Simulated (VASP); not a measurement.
Wanted: the native input for a VASP 6.6.1 run.

| Property | Result |
| --- | --- |
| Task | single point |
| Functional | PBE |
| Potentials or basis | VASP PAW PBE potentials, release 64 (Cu, O) |
| Cutoff | 520 eV |
| k mesh | 9 × 9 × 5 |
| Occupations | fermi-dirac, width 0.05 eV |
| Spin | no spin polarisation |
| Dipole correction | no |
| Further INCAR settings | ALGO = Normal; EDIFF = 1e-06; NBANDS = 25 |

The structure of CuO lies in POSCAR:

```
CuO
1.0
    3.2880244300      0.0000000000      0.0000000000
   -1.6440122100      2.8475126800      0.0000000000
    0.0000000000      0.0000000000      5.3850248600
Cu O
2 2
Direct
    0.6666666667      0.3333333333      0.0000000000
    0.3333333333      0.6666666667      0.5000000000
    0.6666666667      0.3333333333      0.6252000000
    0.3333333333      0.6666666667      0.1252000000
```

One way to write it, as run:

INCAR

```
SYSTEM = CuO
  PREC = Accurate
  ENCUT = 520
  EDIFF = 1E-6
  ISMEAR = -1
  SIGMA = 0.05
  LREAL = .False.
  LASPH = .True.
  NELM = 80
  ALGO = Normal
  ISIF = 2
  LWAVE = .False.
  LCHARG = .False.
  GGA = PE
  NBANDS = 25
```

KPOINTS

```
Automatic mesh
0
Gamma
  9 9 5
  0 0 0
```

Potentials or basis: VASP PAW PBE potentials, release 64 (Cu, O).

The run is started by

```sh
$ cat potpaw_PBE.64/Cu/POTCAR potpaw_PBE.64/O/POTCAR > POTCAR
$ mpirun -np 1 vasp_std > vasp.out
```

Results of the run:

* Pressure: -8.7 GPa
* Largest force: 0.073 eV/Å
* Band gap on the k mesh: zero (band 17 reaches 3.81 eV, above the bottom of band 18 at 2.48 eV)

Caveat: semilocal functionals often make such compounds metallic where correlation or magnetic order opens a gap, which also shifts bond lengths.

Wall time 21 s on 1 thread of Intel(R) Xeon(R) 6975P-C (Granite Rapids), on a shared host, peak memory 0.17 GiB.
